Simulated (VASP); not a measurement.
# TlBr (CsCl type) (Pm-3m) in VASP: density of states with PBE

Aim: the density of states of TlBr (CsCl type) with PBE.

All numbers are computed with VASP 6.6.1; they aren't measurements. Logs are shortened: lines on timing, memory, paths and dates and some standing lists are left out, and cuts for length are marked.

## Step 1: The cell of the first run

The structure is cubic, space group Pm-3m (No. 221). Conventional cell: a = 2.985 Å, b = 2.985 Å, c = 2.985 Å, α = 90.00°, β = 90.00°, γ = 90.00°. Tl (site symmetry m-3m) has 8 Br at 2.59 Å and 6 Tl at 2.99 Å within 3.4 Å. Br (site symmetry m-3m) has 8 Tl at 2.59 Å and 6 Br at 2.99 Å within 3.4 Å.

## Step 2: Density of states, PBE (volume scaled by 0.4)

Contents of POSCAR:

```
TlBr
1.0
    2.9854158124      0.0000000000      0.0000000000
    0.0000000000      2.9854158124      0.0000000000
    0.0000000000      0.0000000000      2.9854158124
Tl Br
1 1
Direct
    0.0000000000      0.0000000000      0.0000000000
    0.5000000000      0.5000000000      0.5000000000
```

Contents of INCAR.step1:

```
PREC = Accurate
ENCUT = 400
EDIFF = 1E-6
ISMEAR = -1
SIGMA = 0.08
LREAL = False
LASPH = True
NELM = 120
ALGO = Normal
ISIF = 2
LWAVE = False
LCHARG = True
GGA = PE
NBANDS = 17
GGA_COMPAT = False
NEDOS = 2001
LORBIT = 11
```

Contents of KPOINTS.step1:

```
regular mesh
0
Gamma
  12 12 12
```

Contents of INCAR.step2:

```
PREC = Accurate
ENCUT = 400
EDIFF = 1E-6
ISMEAR = -5
SIGMA = 0.08
LREAL = False
LASPH = True
NELM = 120
ALGO = Normal
ISIF = 2
LWAVE = False
LCHARG = False
GGA = PE
LORBIT = 11
NEDOS = 1001
ICHARG = 11
GGA_COMPAT = False
```

Contents of KPOINTS.step2:

```
regular mesh
0
Gamma
  18 18 18
```

Potentials or basis: VASP PAW PBE potentials, release 64 (Tl_d, Br).

Command:

```bash
$ cat potpaw_PBE.64/Tl_d/POTCAR potpaw_PBE.64/Br/POTCAR > POTCAR
$ cp INCAR.step1 INCAR
$ cp KPOINTS.step1 KPOINTS
$ mpirun -np 1 vasp_std > vasp.out
$ cp INCAR.step2 INCAR
$ cp KPOINTS.step2 KPOINTS
$ mpirun -np 1 vasp_std > vasp.out
```

OUTCAR:

```text
PREC = Accurate
   ENCUT = 400
   EDIFF = 1E-6
   ISMEAR = -5
   LREAL = False
   LASPH = True
   NELM = 120
   ISIF = 2
   GGA = PE
   LORBIT = 11
   ICHARG = 11

 ion  position               nearest neighbor table
   1  0.000  0.000  0.000-   2 2.59   2 2.59   2 2.59   2 2.59   2 2.59   2 2.59   2 2.59   2 2.59

   2  0.500  0.500  0.500-   1 2.59   1 2.59   1 2.59   1 2.59   1 2.59   1 2.59   1 2.59   1 2.59

  LATTYP: Found a simple cubic cell.
 ALAT       =     2.9854158124

  Lattice vectors:

 A1 = (   2.9854158124,   0.0000000000,   0.0000000000)
 A2 = (   0.0000000000,   2.9854158124,   0.0000000000)
 A3 = (   0.0000000000,   0.0000000000,   2.9854158124)

Analysis of symmetry for initial positions (statically):
=====================================================================
 Subroutine PRICEL returns:
 Original cell was already a primitive cell.

 Routine SETGRP: Setting up the symmetry group for a
 simple cubic supercell.

 Subroutine GETGRP returns: Found 48 space group operations
 (whereof 48 operations were pure point group operations)
 out of a pool of 48 trial point group operations.

The static configuration has the point symmetry O_h .

Analysis of symmetry for dynamics (positions and initial velocities):
=====================================================================
 Subroutine PRICEL returns:
 Original cell was already a primitive cell.

 Routine SETGRP: Setting up the symmetry group for a
 simple cubic supercell.

 Subroutine GETGRP returns: Found 48 space group operations
 (whereof 48 operations were pure point group operations)
 out of a pool of 48 trial point group operations.

The dynamic configuration has the point symmetry O_h .

 Subroutine INISYM returns: Found 48 space group operations
 (whereof 48 operations are pure point group operations),
 and found     1 'primitive' translations

----------------------------------------------------------------------------------------

                                     Primitive cell

  volume of cell :      26.6081

  direct lattice vectors                    reciprocal lattice vectors
     2.985415812  0.000000000  0.000000000     0.334961715  0.000000000  0.000000000
     0.000000000  2.985415812  0.000000000     0.000000000  0.334961715  0.000000000
     0.000000000  0.000000000  2.985415812     0.000000000  0.000000000  0.334961715

  length of vectors
     2.985415812  2.985415812  2.985415812     0.334961715  0.334961715  0.334961715

[... 95 lines left out ...]
   EMIN   =  10.00;   EMAX   =-10.00  energy-range for DOS
   EFERMI =   0.00;   METHOD = LEGACY
   ISMEAR =    -5;   SIGMA  =   0.08  broadening in eV -4-tet -1-fermi 0-gaus
   EFERMI_NEDOS =   21; number of points for ismear=-14 and -15
   IALGO  =     38    algorithm
   IMIX   =      4    mixing-type and parameters
     AMIX     =   0.40;   BMIX     =  1.00
     AMIX_MAG =   1.60;   BMIX_MAG =  1.00
  volume/ion in A,a.u.               =      13.30        89.78
  Fermi-wavevector in a.u.,A,eV,Ry     =   1.488493  2.812843 30.145205  2.215610
  Thomas-Fermi vector in A             =   2.601520
   LORBIT       =     11    0 simple, 1 ext, 2 COOP (PROOUT), +10 PAW based schemes
   GGA     = PE    functional components
   LHFCALC =     F    Hartree Fock is set to
   AEXX    =    0.0000 exact exchange contribution
   IVDW    =     0    specifies the selected vdW correction
   LEPSILON=     F    determine dielectric tensor
   LRPA    =     F    only Hartree local field effects (RPA)
 non-spin polarized calculation
 Fermi weights with tetrahedron method with Bloechl corrections
  energy-cutoff  :      400.00
  volume of cell :       26.61
 maximum number of plane-waves:       500
 NGX is ok and might be reduce to    20

 number of electron      20.0000005 magnetization

 Free energy of the ion-electron system (eV)
  ---------------------------------------------------
  ext. energy  EPLUGINS =         0.00000000
  ---------------------------------------------------
  free energy    TOTEN  =         3.44141253 eV

  energy without entropy =        3.44141253  energy(sigma->0) =        3.44141253

 E-fermi :  16.3353     XC(G=0): -13.6383

 val. band max:       16.3362328871   @ k =   0.2778   0.1667   0.0000
 cond. band min:      16.3180351289   @ k =   0.4444   0.2778   0.2778
 fundamental gap:     -0.0181977582
 Fermi energy:        16.3352816386

 k-point     1 :       0.0000    0.0000    0.0000
  band No.  band energies     occupation
      1      -6.2792      2.00000
      2       1.5605      2.00000
      3       1.5605      2.00000
      4       3.3177      2.00000
      5       3.3177      2.00000
      6       3.3177      2.00000
      7      10.2130      2.00000
      8      10.2130      2.00000
      9      10.2130      2.00000
     10      11.3067      2.00000
     11      20.4617      0.00000
     12      20.4617      0.00000
     13      29.1762      0.00000
     14      29.1767      0.00000
[... 377 lines left out ...]
      1      -4.6916      2.00000
      2       1.3298      2.00000
      3       1.8381      2.00000
      4       2.5309      2.00000
      5       2.5543      2.00000
      6       3.2895      2.00000
      7       5.3195      2.00000
      8      10.8631      2.00000
      9      12.5150      2.00000
     10      16.3826      0.84833
     11      19.4564      0.00000
     12      20.3068      0.00000
     13      22.3987      0.00000
     14      23.4015      0.00000

 [... further k-points ...]
[... 5 lines left out ...]
  --------------------------------------------------------------------------------------
  -------------------------------------------------------------------------------------
  Total       29.0612083     29.0612083     29.0612083      0.0000000      0.0000000      0.0000000
  in kB     1749.8860281   1749.8860281   1749.8860281      0.0000000      0.0000000      0.0000000
  external PRESSURE =    1749.8860281 kB  Pullay stress =       0.0000000 kB

 VOLUME and BASIS-vectors are now :
 -----------------------------------------------------------------------------
  energy-cutoff  :      400.00
  volume of cell :       26.61
      direct lattice vectors                 reciprocal lattice vectors
     2.985415812  0.000000000  0.000000000     0.334961715  0.000000000  0.000000000
     0.000000000  2.985415812  0.000000000     0.000000000  0.334961715  0.000000000
     0.000000000  0.000000000  2.985415812     0.000000000  0.000000000  0.334961715

 POSITION                                       TOTAL-FORCE (eV/Angst)
 -----------------------------------------------------------------------------------
      0.00000      0.00000      0.00000         0.000000      0.000000      0.000000
      1.49271      1.49271      1.49271         0.000000      0.000000      0.000000
 -----------------------------------------------------------------------------------
    total drift:                                0.000000      0.000000      0.000000

  FREE ENERGIE OF THE ION-ELECTRON SYSTEM (eV)
  ---------------------------------------------------
  free  energy   TOTEN  =         3.4414125253 eV

  energy  without entropy=        3.4414125253  energy(sigma->0) =        3.44141253

 total charge

# of ion       s       p       d       tot
------------------------------------------
    1        1.317   0.750   9.861  11.929
    2        1.676   3.417   0.218   5.311
--------------------------------------------------
tot          2.993   4.167  10.079  17.240
```

OUTCAR.step1:

```text
PREC = Accurate
   ENCUT = 400
   EDIFF = 1E-6
   ISMEAR = -1
   LREAL = False
[... 707 lines left out ...]
    total drift:                                0.000000      0.000000      0.000000

  FREE ENERGIE OF THE ION-ELECTRON SYSTEM (eV)
  ---------------------------------------------------
  free  energy   TOTEN  =         3.4300632671 eV

  energy  without entropy=        3.4415667201  energy(sigma->0) =        3.43581499

 total charge

# of ion       s       p       d       tot
------------------------------------------
    1        1.314   0.752   9.862  11.928
    2        1.676   3.416   0.218   5.311
--------------------------------------------------
tot          2.991   4.168  10.080  17.239
```

It took 16 s on 1 thread of Intel Xeon 6975P-C (Granite Rapids), shared host; peak memory 0.17 GiB.

Results:

- Valence electrons inside the program's atomic spheres: Tl 11.93; Br 5.31

Caveat: spin-orbit coupling is left out, which moves the levels of the heavy elements; tetrahedron occupations give inexact forces and stress in metals.
